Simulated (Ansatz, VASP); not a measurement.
**One calculation of TiAl3, two programs**

```
Ti Al
1.0
    -1.90757    1.90757    4.27657
     1.90757   -1.90757    4.27657
     1.90757    1.90757   -4.27657
Ti Al
1 3
Direct
  0.00297 0.00297 0.00000
  0.49466 0.49466 0.00000
  0.75004 0.25004 0.50000
  0.25004 0.75004 0.50000
```

Change from the starting cell: mode 4 frozen in at -0.046 Å and mode 5 at +0.000 Å (largest displacements).

Alike in both runs: task single point; functional PBEsol; k mesh 14 × 14 × 14; occupations gaussian, width 0.15 eV; no spin polarisation.

|  | VASP | Ansatz |
| --- | --- | --- |
| version | VASP 6.6.1 | Ansatz 0.2.0 |
| potentials or method | VASP PAW PBE potentials, release 64 (Ti_sv, Al), cutoff 520 eV | scalar-relativistic, plane waves, PAW |
| valence electrons in the cell | 21 | 21 |

VASP gave:

| Quantity | Value |
| --- | --- |
| gap on the k mesh at the Fermi level (eV) | none |
| pressure (GPa) | 0.2 |
| traceless stress, the component that is largest in VASP (GPa) | -0.09 |
| rms of the force components (eV/Å) | 0.076 |

Q: What did Ansatz give for the same quantities?

A: gap on the k mesh at the Fermi level (eV): none; pressure (GPa): 0.1; traceless stress, the component that is largest in VASP (GPa): -0.07; rms of the force components (eV/Å): 0.076.

VASP's potentials were made for PBE, not for PBEsol, and Ansatz warns of the same on its side. Atom by atom the forces differ by 0.000 eV/Å (rms over components). A gap of «none» marks a metal or a gap that the smearing closes. With one functional, cell and mesh, what is left measures potentials, basis and numerics.
